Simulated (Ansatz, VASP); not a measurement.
# Two plane-wave programs on GaSb3

```
Ga Sb
1.0
     0.00000    3.81671    3.52282
     3.81671    0.00000    3.52282
     3.81671    3.81671    0.00000
Ga Sb
1 3
Direct
  0.00000 0.00000 0.00000
  0.25000 0.25000 0.25000
  0.75000 0.75000 0.75000
  0.50000 0.50000 0.50000
```

Alike in both runs: task single point; functional LDA; k mesh 10 × 10 × 10; occupations gaussian, width 0.15 eV; no spin polarisation.

```csv
,VASP,Ansatz
version,VASP 6.6.1,Ansatz 0.2.0
potentials or method,"VASP PAW LDA potentials, release 64 (Ga_d, Sb), cutoff 520 eV","scalar-relativistic, plane waves, PAW"
valence electrons in the cell,28,58
```

```csv
,VASP,Ansatz,Ansatz less VASP
gap on the k mesh at the Fermi level (eV),none,none,-
pressure (GPa),-3.9,-4.0,-0.03
"traceless stress, the component that is largest in VASP (GPa)",0.10,0.07,-0.032
```

Ansatz warns that its potentials were made for another functional, while VASP's fit it. LDA's correlation is that of Perdew and Zunger in VASP and of Perdew and Wang (1992) in Ansatz. A gap of «none» marks a metal or a gap that the smearing closes. VASP's potentials hold 28 valence electrons a cell and Ansatz's 58, so a difference there can come from the potentials and not from the codes.

Spin-orbit coupling is off throughout.
